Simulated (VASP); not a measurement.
# Mg: single point with r2SCAN

The system is Mg.

```xyz
1
Lattice="-1.7796 1.7796 1.7804 1.7796 -1.7796 1.7804 1.7796 1.7796 -1.7804" Properties=species:S:1:pos:R:3 pbc="T T T"
Mg    0.0000    0.0000    0.0000
```

This isn't the form of Mg at room conditions, which is hcp.

```json
{
 "Program": "VASP 6.6.1",
 "Task": "single point",
 "Functional": "r2SCAN",
 "Potentials or basis": "VASP PAW PBE potentials, release 64 (Mg)",
 "Cutoff": "520 eV",
 "k mesh": "16 × 16 × 16",
 "Occupations": "fermi-dirac, width 0.15 eV",
 "Spin": "no spin polarisation",
 "Dipole correction": "no",
 "Further INCAR settings": "ALGO = Normal; EDIFF = 1e-06; NBANDS = 7"
}
```

```yaml
Pressure: -0.3 GPa
Band_gap_on_the_k_mesh: zero (bands 1 and 2 overlap by 5.02 eV)
```

Levels at points of the mesh, in eV from the Fermi level:
```tsv
k point	band 1	band 2	band 3	band 4
(0.00, 0.00, 0.00)	-7.50	14.00	14.00	14.01
(0.50, 0.00, 0.00)	-1.73	-0.88	9.21	10.21
(0.50, 0.50, 0.00)	-1.73	-0.88	9.20	10.20
(0.50, 0.50, 0.50)	4.14	4.14	4.16	4.17
```

Wall time 74 s on 1 thread of Intel(R) Xeon(R) Platinum 8259CL CPU @ 2.50GHz (Skylake/Cascade Lake), with other jobs on the host, peak memory 0.19 GiB.

Caveat: the PAW data sets were made with another functional, which shifts forces and pressure a little.
